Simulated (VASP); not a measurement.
Write the native input for VASP 6.6.1 that does the following.

```yaml
Task: single point
Functional: PBE
Potentials_or_basis: VASP PAW PBE potentials, release 64 (N, Ga_d, P)
Cutoff: 520 eV
k_mesh: 8 × 8 × 8
Occupations: fermi-dirac, width 0.02 eV
Spin: no spin polarisation
Dipole_correction: no
Further_INCAR_settings: ALGO = Normal; EDIFF = 1e-06; NBANDS = 46
```

The structure of Ga2PN lies in POSCAR:

```
Ga2PN
1.0
   -2.5231472993      2.5231472993      4.9501387064
    2.5231472993     -2.5231472993      4.9501387064
    2.5231472993      2.5231472993     -4.9501387064
N Ga P
2 4 2
Direct
    0.0000000000      0.0000000000      0.0000000000
    0.2500000000      0.7500000000      0.5000000000
    0.6250000000      0.6826515415      0.5576515415
    0.9326515415      0.3750000000      0.0576515415
    0.1250000000      0.0673484585      0.4423484585
    0.3173484585      0.8750000000     -0.0576515415
    0.5000000000      0.5000000000      0.0000000000
    0.7500000000      0.2500000000      0.5000000000
```

The input as run:

INCAR

```
PREC = Accurate
ENCUT = 520
EDIFF = 1E-6
ISMEAR = -1
SIGMA = 0.02
LREAL = F
LASPH = T
NELM = 100
ALGO = Normal
ISIF = 2
LWAVE = F
LCHARG = T
GGA = PE
LELF = T
LVHAR = T
NBANDS = 46
```

KPOINTS

```
regular mesh
0
Gamma
  8 8 8
```

Potentials or basis: VASP PAW PBE potentials, release 64 (N, Ga_d, P).

Run with:

```console
$ cat potpaw_PBE.64/N/POTCAR potpaw_PBE.64/Ga_d/POTCAR potpaw_PBE.64/P/POTCAR > POTCAR
$ mpirun -np 1 vasp_std > vasp.out
```

Results of the run:

- Pressure: -0.1 GPa
- Largest force: 0.025 eV/Å
- Band gap on the k mesh: 1.13 eV, direct

It took 6.3 min on 1 thread of AMD EPYC 7R13 Processor (Zen 3), on a shared host, peak memory 0.45 GiB.
